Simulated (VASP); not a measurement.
# SnO2 (P4_2/mnm) in VASP: relaxation of the atoms with PBE

Aim: the relaxation of the atoms of SnO2 with PBE.

Program: VASP 6.6.1. These are calculated values, not measurements. Logs are shortened: lines on timing, memory, paths and dates and some standing lists are left out, and cuts for length are marked.

**1. The cell of the first run**

Symmetry: P4_2/mnm, No. 136, tetragonal system. Conventional cell: a = 4.706 Å, b = 4.706 Å, c = 3.165 Å, α = 90.00°, β = 90.00°, γ = 90.00°. Within 2.7 Å of Sn (site symmetry mmm) lie 6 O at 2.03 to 2.05 Å. Within 2.7 Å of O (site symmetry m2m) lie 3 Sn at 2.03 to 2.05 Å and 1 O at 2.59 Å.

**2. Relaxation of the atoms, PBE (11.68 Å³/atom)**

Input file INCAR:

```
PREC     = Accurate       # precision mode
ENCUT    = 520            # plane-wave cutoff, eV
EDIFF    = 1E-6           # SCF threshold, eV
ISMEAR   = -1             # smearing method
SIGMA    = 0.02           # smearing width, eV
LREAL    = F              # projectors in reciprocal space
LASPH    = T              # aspherical terms in the spheres
NELM     = 60             # most SCF steps
ALGO     = Normal         # electronic algorithm
ISIF     = 2              # what is computed and relaxed
LWAVE    = F              # write WAVECAR
LCHARG   = F              # write CHGCAR
GGA      = PE             # functional
IBRION   = 2              # ionic algorithm
NSW      = 80             # ionic steps
EDIFFG   = -0.02          # ionic threshold
```

Input file KPOINTS:

```
Automatic mesh
0
Gamma
  7 7 9
```

Input file POSCAR:

```
SnO2
1.0
    4.7062003841      0.0000000000      0.0000000000
    0.0000000000      4.7062003841      0.0000000000
    0.0000000000      0.0000000000      3.1651134496
Sn O
2 4
Direct
    0.0000000000      0.0000000000      0.0000000000
    0.5000000000      0.5000000000      0.5000000000
    0.3053957314      0.3053957314      0.0000000000
    0.1946042686      0.8053957314      0.5000000000
    0.6946042686      0.6946042686      0.0000000000
    0.8053957314      0.1946042686      0.5000000000
```

Potentials or basis: VASP PAW PBE potentials, release 64 (Sn_d, O).

The run is started by

```bash
$ cat potpaw_PBE.64/Sn_d/POTCAR potpaw_PBE.64/O/POTCAR > POTCAR
$ mpirun -np 1 vasp_std > vasp.out
```

OUTCAR:

```text
PREC = Accurate
   ENCUT = 520
   EDIFF = 1E-6
   ISMEAR = -1
   LREAL = F
   LASPH = T
   NELM = 60
   ISIF = 2
   GGA = PE
   IBRION = 2
   NSW = 80
   EDIFFG = -0.02

 ion  position               nearest neighbor table
   1  0.000  0.000  0.000-   3 2.03   5 2.03   4 2.05   6 2.05   4 2.05   6 2.05   2 3.68   2 3.68
                             2 3.68   2 3.68   2 3.68   2 3.68   2 3.68   2 3.68
   2  0.500  0.500  0.500-   4 2.03   6 2.03   5 2.05   3 2.05   3 2.05   5 2.05   1 3.68   1 3.68
                             1 3.68   1 3.68   1 3.68   1 3.68   1 3.68   1 3.68
   3  0.305  0.305  0.000-   1 2.03   2 2.05   2 2.05
   4  0.195  0.805  0.500-   2 2.03   1 2.05   1 2.05
   5  0.695  0.695  0.000-   1 2.03   2 2.05   2 2.05
   6  0.805  0.195  0.500-   2 2.03   1 2.05   1 2.05

  LATTYP: Found a simple tetragonal cell.
 ALAT       =     4.7062003841
 C/A-ratio  =     0.6725411566

  Lattice vectors:

 A1 = (   4.7062003841,   0.0000000000,   0.0000000000)
 A2 = (   0.0000000000,   4.7062003841,   0.0000000000)
 A3 = (   0.0000000000,   0.0000000000,   3.1651134496)

Analysis of symmetry for initial positions (statically):
=====================================================================
 Subroutine PRICEL returns:
 Original cell was already a primitive cell.

 Routine SETGRP: Setting up the symmetry group for a
 simple tetragonal supercell.

 Subroutine GETGRP returns: Found 16 space group operations
 (whereof  8 operations were pure point group operations)
 out of a pool of 16 trial point group operations.

The static configuration has the point symmetry D_2h.
 The point group associated with its full space group is D_4h.

Analysis of symmetry for dynamics (positions and initial velocities):
=====================================================================
 Subroutine PRICEL returns:
 Original cell was already a primitive cell.

 Routine SETGRP: Setting up the symmetry group for a
 simple tetragonal supercell.

 Subroutine GETGRP returns: Found 16 space group operations
 (whereof  8 operations were pure point group operations)
 out of a pool of 16 trial point group operations.

The dynamic configuration has the point symmetry D_2h.
 The point group associated with its full space group is D_4h.

 Subroutine INISYM returns: Found 16 space group operations
 (whereof  8 operations are pure point group operations),
 and found     1 'primitive' translations

----------------------------------------------------------------------------------------

                                     Primitive cell

[... 109 lines left out ...]
   NELECT =      52.0000    total number of electrons
   NUPDOWN=      -1.0000    fix difference up-down
   EMIN   =  10.00;   EMAX   =-10.00  energy-range for DOS
   EFERMI =   0.00;   METHOD = LEGACY
   ISMEAR =    -1;   SIGMA  =   0.02  broadening in eV -4-tet -1-fermi 0-gaus
   EFERMI_NEDOS =   21; number of points for ismear=-14 and -15
   IALGO  =     38    algorithm
   IMIX   =      4    mixing-type and parameters
     AMIX     =   0.40;   BMIX     =  1.00
     AMIX_MAG =   1.60;   BMIX_MAG =  1.00
  volume/ion in A,a.u.               =      11.68        78.85
  Fermi-wavevector in a.u.,A,eV,Ry     =   1.481947  2.800473 29.880652  2.196166
  Thomas-Fermi vector in A             =   2.595794
   LORBIT       =      0    0 simple, 1 ext, 2 COOP (PROOUT), +10 PAW based schemes
   GGA     = PE    functional components
   LHFCALC =     F    Hartree Fock is set to
   AEXX    =    0.0000 exact exchange contribution
   IVDW    =     0    specifies the selected vdW correction
   LEPSILON=     F    determine dielectric tensor
   LRPA    =     F    only Hartree local field effects (RPA)
 conjugate gradient relaxation of ions
 non-spin polarized calculation
  energy-cutoff  :      520.00
  volume of cell :       70.10
 maximum number of plane-waves:      1924
 NGX is ok and might be reduce to    36
   NGX = 17   NGY = 17   NGZ = 11

--------------------------------------- Ionic step        1  -------------------------------------------

 number of electron      51.9999978 magnetization

 Free energy of the ion-electron system (eV)
  ---------------------------------------------------
  ext. energy  EPLUGINS =         0.00000000
  ---------------------------------------------------
  free energy    TOTEN  =       -37.04066189 eV

  energy without entropy =      -37.04066189  energy(sigma->0) =      -37.04066189

------------------------ aborting loop because EDIFF is reached ----------------------------------------

  FORCE on cell =-STRESS in cart. coord.  units (eV):
  Direction    XX          YY          ZZ          XY          YZ          ZX
  --------------------------------------------------------------------------------------
  -------------------------------------------------------------------------------------
  Total        6.6117724      6.6117724      8.2961910      0.0000000      0.0000000      0.0000000
  in kB      151.1117956    151.1117956    189.6091161      0.0000000      0.0000000      0.0000000
  external PRESSURE =     163.9442358 kB  Pullay stress =       0.0000000 kB
[... 67 lines left out ...]
--------------------------------------- Ionic step        3  -------------------------------------------

 number of electron      51.9999978 magnetization

 Free energy of the ion-electron system (eV)
  ---------------------------------------------------
  ext. energy  EPLUGINS =         0.00000000
  ---------------------------------------------------
  free energy    TOTEN  =       -37.04121554 eV

  energy without entropy =      -37.04121554  energy(sigma->0) =      -37.04121554

 E-fermi :   6.7795     XC(G=0): -11.3689

 val. band max:        6.3907678753   @ k =   0.0000   0.0000   0.0000
 cond. band min:       7.8545336387   @ k =   0.0000   0.0000   0.0000
 fundamental gap:      1.4637657633
 Fermi energy:         6.7794951835

 k-point     1 :       0.0000    0.0000    0.0000
  band No.  band energies     occupation
      1     -14.7676      2.00000
      2     -13.9127      2.00000
      3     -13.6279      2.00000
      4     -13.5986      2.00000
      5     -13.5986      2.00000
      6     -13.5483      2.00000
[... 805 lines left out ...]
     30      15.0936      0.00000
     31      16.0073      0.00000

 [... further k-points ...]

------------------------ aborting loop because EDIFF is reached ----------------------------------------

  FORCE on cell =-STRESS in cart. coord.  units (eV):
  Direction    XX          YY          ZZ          XY          YZ          ZX
  --------------------------------------------------------------------------------------
  -------------------------------------------------------------------------------------
  Total        6.6035356      6.6035356      8.1669707     -0.0000000      0.0000000      0.0000000
  in kB      150.9235438    150.9235438    186.6557918     -0.0000000      0.0000000      0.0000000
  external PRESSURE =     162.8342931 kB  Pullay stress =       0.0000000 kB
[... 21 lines left out ...]
  FREE ENERGIE OF THE ION-ELECTRON SYSTEM (eV)
  ---------------------------------------------------
  free  energy   TOTEN  =       -37.0412155417 eV

  energy  without entropy=      -37.0412155417  energy(sigma->0) =      -37.04121554

 reached required accuracy - stopping structural energy minimisation
```

CONTCAR:

```text
SnO2
   1.00000000000000
     4.7062003840999997    0.0000000000000000    0.0000000000000000
     0.0000000000000000    4.7062003840999997    0.0000000000000000
     0.0000000000000000    0.0000000000000000    3.1651134496000002
  Sn              O
     2     4
Direct
     0.0000000000000000    0.0000000000000000    0.0000000000000000
     0.5000000000000000    0.5000000000000000    0.5000000000000000
     0.3049050030585833    0.3049050030585833    0.0000000000000000
     0.1950949969414167    0.8049050030585833    0.5000000000000000
     0.6950949969414167    0.6950949969414167    0.0000000000000000
     0.8049050030585833    0.1950949969414167    0.5000000000000000

  0.00000000E+00  0.00000000E+00  0.00000000E+00
  0.00000000E+00  0.00000000E+00  0.00000000E+00
  0.00000000E+00  0.00000000E+00  0.00000000E+00
  0.00000000E+00  0.00000000E+00  0.00000000E+00
  0.00000000E+00  0.00000000E+00  0.00000000E+00
  0.00000000E+00  0.00000000E+00  0.00000000E+00
```

Wall time 5.9 min (1 thread of Oxide Virtual Turin-like, shared host); peak memory 0.2 GiB.

Results:

| Property | Result |
| --- | --- |
| Free energy | -37.0412 eV |
| Energy gained by relaxing | 0.1 meV/atom |
| Ionic steps | 3 |
| Pressure after relaxing | 16.3 GPa |
| Band gap on the k mesh | 1.46 eV |

Stress tensor (GPa, compression positive):
```
15.09  0.00  0.00
 0.00 15.09  0.00
 0.00  0.00 18.67
```

Step by step:
```csv
step,energy change (eV),largest force (eV/Å),pressure (GPa)
1,0.0000,0.0851,16.39
2,-0.0005,0.0214,16.26
3,-0.0006,0.0002,16.28
```

Final structure:
```cif
data_structure
_symmetry_space_group_name_H-M 'P 1'
_symmetry_Int_Tables_number 1
_cell_length_a 4.7062
_cell_length_b 4.7062
_cell_length_c 3.1651
_cell_angle_alpha 90.000
_cell_angle_beta 90.000
_cell_angle_gamma 90.000
_cell_volume 70.10
loop_
_atom_site_label
_atom_site_type_symbol
_atom_site_fract_x
_atom_site_fract_y
_atom_site_fract_z
_atom_site_occupancy
Sn1 Sn 0.00000 0.00000 0.00000 1
Sn2 Sn 0.50000 0.50000 0.50000 1
O1 O 0.30490 0.30490 0.00000 1
O2 O 0.19509 0.80490 0.50000 1
O3 O 0.69509 0.69509 0.00000 1
O4 O 0.80490 0.19509 0.50000 1
```

Levels at points of the mesh, in eV from the valence-band top:
```
           k point  band 23  band 24  band 25  band 26  band 27  band 28  band 29  band 30
(0.00, 0.00, 0.00)    -1.23    -0.81    -0.81     0.00     1.46     6.42     6.43     6.43
```

Caveat: spin-orbit coupling is left out, which moves the levels of the heavy elements.
